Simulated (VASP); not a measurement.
A run of VASP 6.6.1 is set up as follows.

INCAR

```
PREC     = Accurate       # precision mode
ENCUT    = 520            # plane-wave cutoff, eV
EDIFF    = 1E-6           # SCF threshold, eV
ISMEAR   = 0              # smearing method
SIGMA    = 0.1            # smearing width, eV
LREAL    = Auto         
LASPH    = T              # aspherical terms in the spheres
NELM     = 60             # most SCF steps
ALGO     = Fast           # electronic algorithm
ISIF     = 2              # what is computed and relaxed
LWAVE    = F              # write WAVECAR
LCHARG   = F              # write CHGCAR
LDIPOL   = T            
IDIPOL   = 3            
DIPOL    = 0.5 0.5 0.500
GGA      = PE             # functional
NBANDS   = 94             # bands
```

Contents of KPOINTS:

```
Automatic mesh
0
Gamma
  11 8 1
```

File POSCAR:

```
SiNi
1.0
    3.2583147222      0.0000000000      0.0000000000
    0.0000000000      4.7093899546      0.0000000000
    0.0000000000      0.0000000000     30.2764178299
Si Ni
11 11
Direct
    0.0000000000      0.8431827244      0.2477175484
    0.5000000000      0.1568172756      0.2981740387
    0.0000000000      0.8431827244      0.3486305291
    0.5000000000      0.1568172756      0.3990870194
    0.0000000000      0.8431827244      0.4495435097
    0.5000000000      0.1568172756      0.5000000000
    0.0000000000      0.8431827244      0.5504564903
    0.5000000000      0.1568172756      0.6009129806
    0.0000000000      0.8431827244      0.6513694709
    0.5000000000      0.1568172756      0.7018259613
    0.0000000000      0.8431827244      0.7522824516
    0.0000000000      0.3423059767      0.2477175484
    0.5000000000      0.6576940233      0.2981740387
    0.0000000000      0.3423059767      0.3486305291
    0.5000000000      0.6576940233      0.3990870194
    0.0000000000      0.3423059767      0.4495435097
    0.5000000000      0.6576940233      0.5000000000
    0.0000000000      0.3423059767      0.5504564903
    0.5000000000      0.6576940233      0.6009129806
    0.0000000000      0.3423059767      0.6513694709
    0.5000000000      0.6576940233      0.7018259613
    0.0000000000      0.3423059767      0.7522824516
```

Potentials or basis: VASP PAW PBE potentials, release 64 (Si, Ni).

The run is started by

```console
$ cat potpaw_PBE.64/Si/POTCAR potpaw_PBE.64/Ni/POTCAR > POTCAR
$ mpirun -np 1 vasp_std > vasp.out
```

(1) What does it give for the band gap on the k mesh?

(2) Predict the largest force.

Answers

(1) zero (bands 77 and 78 overlap by 1.84 eV).

(2) 1.037 eV/Å.

Caveat: the cell differs from its parent crystal (atoms taken out).
